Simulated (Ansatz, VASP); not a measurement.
# Two plane-wave programs on TiAl3

```
Ti Al
1.0
     3.83325    0.00000    0.00000
     0.00000    3.83325    0.00000
     0.00000    0.00000    3.83325
Ti Al
1 3
Direct
  0.00000 0.00000 0.00000
  0.50000 0.50000 0.00000
  0.50000 0.00000 0.50000
  0.00000 0.50000 0.50000
```

Alike in both runs: task single point; functional r2SCAN; k mesh 10 × 10 × 10; occupations gaussian, width 0.1 eV; no spin polarisation.

```csv
,VASP,Ansatz
version,VASP 6.6.1,Ansatz 0.2.0
potentials or method,"VASP PAW PBE potentials, release 64 (Ti_sv, Al), cutoff 520 eV","scalar-relativistic, plane waves, PAW"
valence electrons in the cell,21,21
```

VASP gave:

```
gap on the k mesh at the Fermi level (eV) : none
pressure (GPa)                            : 13.0
```

Problem. Which values does Ansatz return?

Solution. gap on the k mesh at the Fermi level (eV): none; pressure (GPa): 13.1.

VASP's potentials were made for PBE, not for r2SCAN. A gap of «none» marks a metal or a gap that the smearing closes.
